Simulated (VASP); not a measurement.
# ZnS (F-43m) in VASP: further runs, part 2 of 3

VASP 6.6.1.

## 4. Electric field gradients, PBEsol (volume scaled by 1.04)

Contents of INCAR:

```
ALGO = Normal
EDIFF = 1E-8
ENCUT = 520
GGA = PS
ISIF = 2
ISMEAR = -1
LASPH = True
LCHARG = False
LEFG = True
LREAL = False
LWAVE = False
NBANDS = 16
NELM = 80
PREC = Accurate
SIGMA = 0.01
```

Contents of KPOINTS:

```
k-points
0
Gamma
  9 9 9
```

Contents of POSCAR:

```
ZnS
1.0
    0.0000000000      2.7402415815      2.7402415815
    2.7402415815      0.0000000000      2.7402415815
    2.7402415815      2.7402415815      0.0000000000
Zn S
1 1
Direct
    0.0000000000      0.0000000000      0.0000000000
    0.7500000000      0.7500000000      0.7500000000
```

Potentials or basis: VASP PAW PBE potentials, release 64 (Zn, S).

Started as:

```bash
$ cat potpaw_PBE.64/Zn/POTCAR potpaw_PBE.64/S/POTCAR > POTCAR
$ mpirun -np 1 vasp_std > vasp.out
```

OUTCAR:

```text
EDIFF = 1E-8
   ENCUT = 520
   GGA = PS
   ISIF = 2
   ISMEAR = -1
   LASPH = True
   LREAL = False
   NELM = 80
   PREC = Accurate

 ion  position               nearest neighbor table
   1  0.000  0.000  0.000-   2 2.37   2 2.37   2 2.37   2 2.37
   2  0.750  0.750  0.750-   1 2.37   1 2.37   1 2.37   1 2.37

  LATTYP: Found a face centered cubic cell.
 ALAT       =     5.4804831630

  Lattice vectors:

 A1 = (   0.0000000000,   2.7402415815,   2.7402415815)
 A2 = (   2.7402415815,   0.0000000000,   2.7402415815)
 A3 = (   2.7402415815,   2.7402415815,   0.0000000000)

Analysis of symmetry for initial positions (statically):
=====================================================================
 Subroutine PRICEL returns:
 Original cell was already a primitive cell.

 Routine SETGRP: Setting up the symmetry group for a
 face centered cubic supercell.

 Subroutine GETGRP returns: Found 24 space group operations
 (whereof 24 operations were pure point group operations)
 out of a pool of 48 trial point group operations.

The static configuration has the point symmetry T_d .

Analysis of symmetry for dynamics (positions and initial velocities):
=====================================================================
 Subroutine PRICEL returns:
 Original cell was already a primitive cell.

 Routine SETGRP: Setting up the symmetry group for a
 face centered cubic supercell.

 Subroutine GETGRP returns: Found 24 space group operations
 (whereof 24 operations were pure point group operations)
 out of a pool of 48 trial point group operations.

The dynamic configuration has the point symmetry T_d .

 Subroutine INISYM returns: Found 24 space group operations
 (whereof 24 operations are pure point group operations),
 and found     1 'primitive' translations

----------------------------------------------------------------------------------------

                                     Primitive cell

  volume of cell :      41.1525

  direct lattice vectors                    reciprocal lattice vectors
     0.000000000  2.740241581  2.740241581    -0.182465664  0.182465664  0.182465664
     2.740241581  0.000000000  2.740241581     0.182465664 -0.182465664  0.182465664
     2.740241581  2.740241581  0.000000000     0.182465664  0.182465664 -0.182465664

  length of vectors
     3.875286809  3.875286809  3.875286809     0.316039801  0.316039801  0.316039801

  position of ions in fractional coordinates (direct lattice)
     0.000000000  0.000000000  0.000000000
     0.750000000  0.750000000  0.750000000

  ion indices of the primitive-cell ions
   primitive index   ion index
                 1           1
                 2           2

----------------------------------------------------------------------------------------

 KPOINTS: k-points

Automatic generation of k-mesh.
 Grid dimensions read from file:
 generate k-points for:    9    9    9

 Generating k-lattice:
[... 63 lines left out ...]
   LREAL  =      F    real-space projection
   EDIFFG = 0.1E-06   stopping-criterion for IOM
   NSW    =      0    number of steps for IOM
   IBRION =     -1    ionic relax: 0-MD 1-quasi-New 2-CG
   NFREE  =      0    steps in history (QN), initial steepest desc. (CG)
   ISIF   =      2    stress and relaxation
   ISYM   =      2    0-nonsym 1-usesym 2-fastsym
   POTIM  = 0.5000    time-step for ionic-motion
   TEBEG  =    0.0;   TEEND  =   0.0 temperature during run
   PSTRESS=    0.0 pullay stress
   NELECT =      18.0000    total number of electrons
   NUPDOWN=      -1.0000    fix difference up-down
   EMIN   =  10.00;   EMAX   =-10.00  energy-range for DOS
   EFERMI =   0.00;   METHOD = LEGACY
   ISMEAR =    -1;   SIGMA  =   0.01  broadening in eV -4-tet -1-fermi 0-gaus
   EFERMI_NEDOS =   21; number of points for ismear=-14 and -15
   IALGO  =     38    algorithm
   IMIX   =      4    mixing-type and parameters
     AMIX     =   0.40;   BMIX     =  1.00
     AMIX_MAG =   1.60;   BMIX_MAG =  1.00
  volume/ion in A,a.u.               =      20.58       138.86
  Fermi-wavevector in a.u.,A,eV,Ry     =   1.242701  2.348365 21.011572  1.544307
  Thomas-Fermi vector in A             =   2.377044
   LORBIT       =      0    0 simple, 1 ext, 2 COOP (PROOUT), +10 PAW based schemes
   GGA     = PS    functional components
   LHFCALC =     F    Hartree Fock is set to
   AEXX    =    0.0000 exact exchange contribution
   IVDW    =     0    specifies the selected vdW correction
   LEPSILON=     F    determine dielectric tensor
   LRPA    =     F    only Hartree local field effects (RPA)
 non-spin polarized calculation
  energy-cutoff  :      520.00
  volume of cell :       41.15
 maximum number of plane-waves:      1125
 NGX is ok and might be reduce to    30
   NGX = 15   NGY = 15   NGZ = 15

 number of electron      17.9999999 magnetization

 Free energy of the ion-electron system (eV)
  ---------------------------------------------------
  ext. energy  EPLUGINS =         0.00000000
  ---------------------------------------------------
  free energy    TOTEN  =        -7.55022076 eV

  energy without entropy =       -7.55022076  energy(sigma->0) =       -7.55022076

 E-fermi :   1.8569     XC(G=0):  -9.6532

 val. band max:        1.6296472730   @ k =   0.0000   0.0000   0.0000
 cond. band min:       3.4284411851   @ k =   0.0000   0.0000   0.0000
 fundamental gap:      1.7987939121
 Fermi energy:         1.8568550991

 k-point     1 :       0.0000    0.0000    0.0000
  band No.  band energies     occupation
      1     -11.2387      2.00000
      2      -4.5801      2.00000
      3      -4.5801      2.00000
      4      -4.5801      2.00000
      5      -4.1291      2.00000
      6      -4.1291      2.00000
[... 433 lines left out ...]
      3      -4.2811      2.00000
      4      -4.2811      2.00000
      5      -4.0634      2.00000
      6      -3.9816      2.00000
[... 8 lines left out ...]
     15      15.1972      0.00000
     16      16.4306      0.00000

 [... further k-points ...]
[... 5 lines left out ...]
  --------------------------------------------------------------------------------------
  -------------------------------------------------------------------------------------
  Total       -1.1536767     -1.1536767     -1.1536767     -0.0000000      0.0000000      0.0000000
  in kB      -44.9156990    -44.9156990    -44.9156990     -0.0000000      0.0000000      0.0000000
  external PRESSURE =     -44.9156990 kB  Pullay stress =       0.0000000 kB

 VOLUME and BASIS-vectors are now :
 -----------------------------------------------------------------------------
  energy-cutoff  :      520.00
  volume of cell :       41.15
      direct lattice vectors                 reciprocal lattice vectors
     0.000000000  2.740241581  2.740241581    -0.182465664  0.182465664  0.182465664
     2.740241581  0.000000000  2.740241581     0.182465664 -0.182465664  0.182465664
     2.740241581  2.740241581  0.000000000     0.182465664  0.182465664 -0.182465664

 POSITION                                       TOTAL-FORCE (eV/Angst)
 -----------------------------------------------------------------------------------
      0.00000      0.00000      0.00000        -0.000000     -0.000000     -0.000000
      4.11036      4.11036      4.11036         0.000000      0.000000      0.000000
 -----------------------------------------------------------------------------------
    total drift:                               -0.000000     -0.000000     -0.000000

  FREE ENERGIE OF THE ION-ELECTRON SYSTEM (eV)
  ---------------------------------------------------
  free  energy   TOTEN  =        -7.5502207633 eV

  energy  without entropy=       -7.5502207633  energy(sigma->0) =       -7.55022076

 Electric field gradients (V/A^2)
---------------------------------------------------------------------
 ion       V_xx      V_yy      V_zz      V_xy      V_xz      V_yz
---------------------------------------------------------------------
   1      -0.000    -0.000    -0.000     0.005     0.005     0.005
   2      -0.000    -0.000     0.000    -0.000    -0.000    -0.000
---------------------------------------------------------------------

 Electric field gradients after diagonalization (V/A^2)
 (convention: |V_zz| > |V_xx| > |V_yy|)
----------------------------------------------------------------------
 ion       V_xx      V_yy      V_zz     asymmetry (V_yy - V_xx)/ V_zz
----------------------------------------------------------------------
   1      -0.005    -0.005     0.009       0.000
   2       0.000     0.000    -0.000       0.000
----------------------------------------------------------------------

           NMR quadrupolar parameters

 Cq : quadrupolar parameter    Cq=e*Q*V_zz/h
 eta: asymmetry parameters     (V_yy - V_xx)/ V_zz
 Q  : nuclear electric quadrupole moment in mb (millibarn)
----------------------------------------------------------------------
 ion       Cq(MHz)       eta       Q (mb)
----------------------------------------------------------------------
   1       0.000       0.000       1.000
   2      -0.000       0.000       1.000
----------------------------------------------------------------------
```

It used 25 s of CPU time on 1 thread of Intel Xeon 6975P-C, on a shared host.

What came out:

```
Free energy            : -7.5502 eV
Pressure               : -4.5 GPa
Band gap on the k mesh : 1.80 eV, direct
```

Caveat: without QUAD_EFG the Cq values of the log hold for a quadrupole moment of 1 mb, not for the nuclei; the PAW data sets were made with another functional, which shifts forces and pressure a little.

## 5. Electric field gradients, PBEsol (volume scaled by 1.02)

Contents of INCAR:

```
PREC     = Accurate       # precision mode
ENCUT    = 520            # plane-wave cutoff, eV
EDIFF    = 1E-8           # SCF threshold, eV
ISMEAR   = -1             # smearing method
SIGMA    = 0.01           # smearing width, eV
LREAL    = False          # projectors in reciprocal space
LASPH    = True           # aspherical terms in the spheres
NELM     = 60             # most SCF steps
ALGO     = Normal         # electronic algorithm
ISIF     = 2              # what is computed and relaxed
LWAVE    = False          # write WAVECAR
LCHARG   = False          # write CHGCAR
GGA      = PS             # functional
LEFG     = True         
NBANDS   = 16             # bands
```

Contents of KPOINTS:

```
regular mesh
0
Gamma
  9 9 9
```

Contents of POSCAR:

```
ZnS
1.0
    0.0000000000      2.7225621114      2.7225621114
    2.7225621114      0.0000000000      2.7225621114
    2.7225621114      2.7225621114      0.0000000000
Zn S
1 1
Direct
    0.0000000000      0.0000000000      0.0000000000
    0.7500000000      0.7500000000      0.7500000000
```

Potentials or basis: VASP PAW PBE potentials, release 64 (Zn, S).

Started as:

```bash
$ cat potpaw_PBE.64/Zn/POTCAR potpaw_PBE.64/S/POTCAR > POTCAR
$ mpirun -np 1 vasp_std > vasp.out
```

OUTCAR:

```text
PREC = Accurate
   ENCUT = 520
   EDIFF = 1E-8
   ISMEAR = -1
   LREAL = False
   LASPH = True
   NELM = 60
   ISIF = 2
   GGA = PS

 ion  position               nearest neighbor table
   1  0.000  0.000  0.000-   2 2.36   2 2.36   2 2.36   2 2.36
   2  0.750  0.750  0.750-   1 2.36   1 2.36   1 2.36   1 2.36

  LATTYP: Found a face centered cubic cell.
 ALAT       =     5.4451242228

  Lattice vectors:

 A1 = (   0.0000000000,   2.7225621114,   2.7225621114)
 A2 = (   2.7225621114,   0.0000000000,   2.7225621114)
 A3 = (   2.7225621114,   2.7225621114,   0.0000000000)

Analysis of symmetry for initial positions (statically):
=====================================================================
 Subroutine PRICEL returns:
 Original cell was already a primitive cell.

 Routine SETGRP: Setting up the symmetry group for a
 face centered cubic supercell.

 Subroutine GETGRP returns: Found 24 space group operations
 (whereof 24 operations were pure point group operations)
 out of a pool of 48 trial point group operations.

The static configuration has the point symmetry T_d .

Analysis of symmetry for dynamics (positions and initial velocities):
=====================================================================
 Subroutine PRICEL returns:
 Original cell was already a primitive cell.

 Routine SETGRP: Setting up the symmetry group for a
 face centered cubic supercell.

 Subroutine GETGRP returns: Found 24 space group operations
 (whereof 24 operations were pure point group operations)
 out of a pool of 48 trial point group operations.

The dynamic configuration has the point symmetry T_d .

 Subroutine INISYM returns: Found 24 space group operations
[... 149 lines left out ...]
 fundamental gap:      1.8807628130
 Fermi energy:         2.0350045214

 k-point     1 :       0.0000    0.0000    0.0000
  band No.  band energies     occupation
      1     -11.1943      2.00000
      2      -4.4776      2.00000
      3      -4.4776      2.00000
      4      -4.4776      2.00000
      5      -4.0047      2.00000
      6      -4.0047      2.00000
[... 433 lines left out ...]
      3      -4.1645      2.00000
      4      -4.1645      2.00000
      5      -3.9354      2.00000
      6      -3.8539      2.00000
[... 8 lines left out ...]
     15      15.4022      0.00000
     16      16.6894      0.00000

 [... further k-points ...]
[... 5 lines left out ...]
  --------------------------------------------------------------------------------------
  -------------------------------------------------------------------------------------
  Total       -0.8372295     -0.8372295     -0.8372295      0.0000000      0.0000000      0.0000000
  in kB      -33.2346965    -33.2346965    -33.2346965      0.0000000      0.0000000      0.0000000
  external PRESSURE =     -33.2346965 kB  Pullay stress =       0.0000000 kB

 VOLUME and BASIS-vectors are now :
 -----------------------------------------------------------------------------
  energy-cutoff  :      520.00
  volume of cell :       40.36
      direct lattice vectors                 reciprocal lattice vectors
     0.000000000  2.722562111  2.722562111    -0.183650539  0.183650539  0.183650539
     2.722562111  0.000000000  2.722562111     0.183650539 -0.183650539  0.183650539
     2.722562111  2.722562111  0.000000000     0.183650539  0.183650539 -0.183650539

 POSITION                                       TOTAL-FORCE (eV/Angst)
 -----------------------------------------------------------------------------------
      0.00000      0.00000      0.00000        -0.000000     -0.000000     -0.000000
      4.08384      4.08384      4.08384         0.000000      0.000000      0.000000
 -----------------------------------------------------------------------------------
    total drift:                               -0.000000     -0.000000     -0.000000

  FREE ENERGIE OF THE ION-ELECTRON SYSTEM (eV)
  ---------------------------------------------------
  free  energy   TOTEN  =        -7.5694244803 eV

  energy  without entropy=       -7.5694244803  energy(sigma->0) =       -7.56942448

 Electric field gradients (V/A^2)
---------------------------------------------------------------------
 ion       V_xx      V_yy      V_zz      V_xy      V_xz      V_yz
---------------------------------------------------------------------
   1      -0.000     0.000     0.000     0.004     0.004     0.004
   2      -0.000     0.000    -0.000    -0.000    -0.000    -0.000
---------------------------------------------------------------------

 Electric field gradients after diagonalization (V/A^2)
 (convention: |V_zz| > |V_xx| > |V_yy|)
----------------------------------------------------------------------
 ion       V_xx      V_yy      V_zz     asymmetry (V_yy - V_xx)/ V_zz
----------------------------------------------------------------------
   1      -0.004    -0.004     0.008       0.000
   2       0.000     0.000    -0.000       0.000
----------------------------------------------------------------------

           NMR quadrupolar parameters

 Cq : quadrupolar parameter    Cq=e*Q*V_zz/h
 eta: asymmetry parameters     (V_yy - V_xx)/ V_zz
 Q  : nuclear electric quadrupole moment in mb (millibarn)
----------------------------------------------------------------------
 ion       Cq(MHz)       eta       Q (mb)
----------------------------------------------------------------------
   1       0.000       0.000       1.000
   2      -0.000       0.000       1.000
----------------------------------------------------------------------
```

OSZICAR:

```text
N       E                     dE             d eps       ncg     rms          rms(c)
DAV:   1     0.867294680950E+02    0.86729E+02   -0.89122E+03  1120   0.132E+03
DAV:   2    -0.211318972910E+01   -0.88843E+02   -0.83086E+02  1256   0.256E+02
DAV:   3    -0.791029747139E+01   -0.57971E+01   -0.57703E+01  1472   0.631E+01
DAV:   4    -0.797133447236E+01   -0.61037E-01   -0.61028E-01  1256   0.668E+00
DAV:   5    -0.797207462769E+01   -0.74016E-03   -0.74013E-03  1496   0.716E-01    0.637E+00
DAV:   6    -0.759166368308E+01    0.38041E+00   -0.77928E-01  1616   0.318E+01    0.506E+00
DAV:   7    -0.757282421468E+01    0.18839E-01   -0.22334E-01  1344   0.458E+00    0.243E+00
DAV:   8    -0.756949808789E+01    0.33261E-02   -0.47146E-03  1568   0.821E-01    0.569E-01
DAV:   9    -0.756934139135E+01    0.15670E-03   -0.90048E-04  1384   0.262E-01    0.990E-02
DAV:  10    -0.756943174964E+01   -0.90358E-04   -0.15164E-04  1400   0.918E-02    0.313E-02
DAV:  11    -0.756942421103E+01    0.75386E-05   -0.23580E-05  1312   0.429E-02    0.667E-03
DAV:  12    -0.756942449020E+01   -0.27916E-06   -0.24340E-06  1480   0.196E-02    0.367E-03
DAV:  13    -0.756942446989E+01    0.20307E-07   -0.32231E-07  1384   0.480E-03    0.841E-04
DAV:  14    -0.756942448419E+01   -0.14302E-07   -0.27872E-08  1456   0.340E-03    0.984E-04
DAV:  15    -0.756942448026E+01    0.39363E-08   -0.10009E-08  1064   0.172E-03
   1 F= -.75694245E+01 E0= -.75694245E+01  d E =-.178923E-12
```

stdout:

```text
POSCAR found type information on POSCAR ZnS
 POSCAR found :  2 types and       2 ions
 scaLAPACK will be used
 -----------------------------------------------------------------------------
|                                                                             |
|                                                                             |
|     You enforced a specific xc type in the INCAR file but a different       |
|     I HOPE YOU KNOW WHAT YOU ARE DOING!                                     |
|                                                                             |
 -----------------------------------------------------------------------------

 LDA part: xc-table for (Slater+PW92), standard interpolation
 POSCAR, INCAR and KPOINTS ok, starting setup
 FFT: planning ... GRIDC
 FFT: planning ... GRID_SOFT
 FFT: planning ... GRID
 WAVECAR not read
 entering main loop
ion   1

ion   2
```

It took 48 s on 1 thread of Intel Xeon 6975P-C, shared host; peak memory 0.17 GiB.

What came out:

```yaml
Free_energy: -7.5694 eV
Pressure: -3.3 GPa
Band_gap_on_the_k_mesh: 1.88 eV, direct
```

Levels at points of the mesh, in eV from the valence-band top:
```
           k point  band 5  band 6  band 7  band 8  band 9  band 10  band 11  band 12  band 13  band 14
(0.00, 0.00, 0.00)   -5.81   -5.81    0.00    0.00    0.00     1.88     6.32     6.32     6.32    11.51
```

Caveat: without QUAD_EFG the Cq values of the log hold for a quadrupole moment of 1 mb, not for the nuclei; the PAW data sets were made with another functional, which shifts forces and pressure a little.

(Continued in part 3 of 3.)
